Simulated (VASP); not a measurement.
Crystal: AlRu.

```xyz
2
Lattice="2.9378 0.0225 -0.0076 0.0225 2.9594 0.0196 -0.0076 0.0196 2.9518" Properties=species:S:1:pos:R:3 pbc="T T T"
Al    0.1679    0.1704   -0.3821
Ru    1.3084    1.3304    1.8639
```

```yaml
Program: VASP 6.6.1
Task: relaxation of cell and atoms
Functional: LDA
Potentials_or_basis: VASP PAW LDA potentials, release 64 (Al, Ru_pv)
Cutoff: 600 eV
k_mesh: 12 × 12 × 12
Occupations: gaussian, width 0.15 eV
Spin: no spin polarisation
```

At the start: pressure 80.4 GPa; volume 12.83 Å³/atom.

Question: Where does the relaxation end?

Answer: Over 19 steps the energy falls by 2759.0 meV/atom and the volume is 12.91 Å³/atom (+0.6 %); space group Cm (No. 8, to 0.1 Å) before, Pm-3m (No. 221, to 0.1 Å).

The path:
```
step  energy change (eV)  largest force (eV/Å)  pressure (GPa)  volume (Å³)
   1              0.0000               19.1367           80.36        25.66
   2              0.2727                7.0879           -6.10        53.00
   3             -0.3265                6.6470           -7.52        49.56
   4             -0.9005                6.0003           -9.87        46.59
   5             -3.2483                3.7105          -17.00        35.59
   6             -4.2745                3.3506          -10.80        30.49
   7             -4.5516                3.5053            0.57        28.04
   8             -4.5561                3.5952            5.61        27.39
   9             -4.5596                3.5561            3.53        27.64
  10             -5.1170                0.9554          -18.57        29.16
  11             -5.1181                0.8982          -18.99        29.22
  12             -5.3737                0.3559           13.97        24.59
  13             -5.4387                0.3502            0.88        25.85
  14             -5.5078                0.0714            1.44        25.68
  15             -5.5135                0.1752            2.09        25.60
  16             -5.5154                0.0629           -2.45        26.11
  17             -5.5167                0.1057           -0.72        25.91
  18             -5.5179                0.0235           -0.15        25.84
  19             -5.5179                0.0030            0.00        25.82
```

Final structure:
```
CELL_PARAMETERS angstrom
2.95542 0.00038 0.00355
0.00054 2.95544 0.00252
-0.00285 -0.00221 2.95606
ATOMIC_POSITIONS crystal
Al 0.99995 0.00000 0.00004
Ru 0.50005 0.50000 0.49996
```
